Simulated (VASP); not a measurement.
A run of VASP 6.6.1 is set up as follows.

INCAR

```
SYSTEM = Ta2NbO4
ALGO = Normal
EDIFF = 1E-6
ENCUT = 520
GGA = PE
ISIF = 2
ISMEAR = 0
LASPH = .TRUE.
LCHARG = .FALSE.
LREAL = .FALSE.
LWAVE = .FALSE.
NBANDS = 38
NELM = 60
PREC = Accurate
SIGMA = 0.1
```

File KPOINTS:

```
k-points
0
G
  6 8 8
  0 0 0
```

POSCAR

```
Ta2NbO4
1.0
    5.1334811803      0.0000000000      0.0000000000
    0.0000000000      3.7181866672      2.9403606084
    0.0000000000     -3.7181866672      2.9403606084
Ta Nb O
2 1 4
Direct
    0.5000000000      0.4973478604      0.1364915258
    0.5000000000      0.1364915258      0.4973478604
    0.0000000000      0.5212577488      0.5212577488
    0.7469095768      0.3856875840      0.7876292085
    0.2530904232      0.7876292085      0.3856875840
    0.7469095768      0.7876292085      0.3856875840
    0.2530904232      0.3856875840      0.7876292085
```

Potentials or basis: VASP PAW PBE potentials, release 64 (Ta_pv, Nb_sv, O).

Run with:

```sh
$ cat potpaw_PBE.64/Ta_pv/POTCAR potpaw_PBE.64/Nb_sv/POTCAR potpaw_PBE.64/O/POTCAR > POTCAR
$ mpirun -np 1 vasp_std > vasp.out
```

Task: What does it give for the pressure?

Result: 0.2 GPa.

Task: What does it give for the band gap on the k mesh?

Result: Zero (an odd number of electrons rules out a gap without spin polarisation).

Task: Predict the largest force.

Result: 0.083 eV/Å.

Forces on the atoms (eV/Å):
```
Ta   0.000 -0.055 -0.030
Ta   0.000  0.055 -0.030
Nb   0.000  0.000  0.019
O    0.072  0.041  0.010
O   -0.072 -0.041  0.010
O    0.072 -0.041  0.010
O   -0.072  0.041  0.010
```

Caveat: spin-orbit coupling is left out, which moves the levels of the heavy elements; an odd number of electrons without spin polarisation forces a metal; a magnetic or distorted state may lie lower.
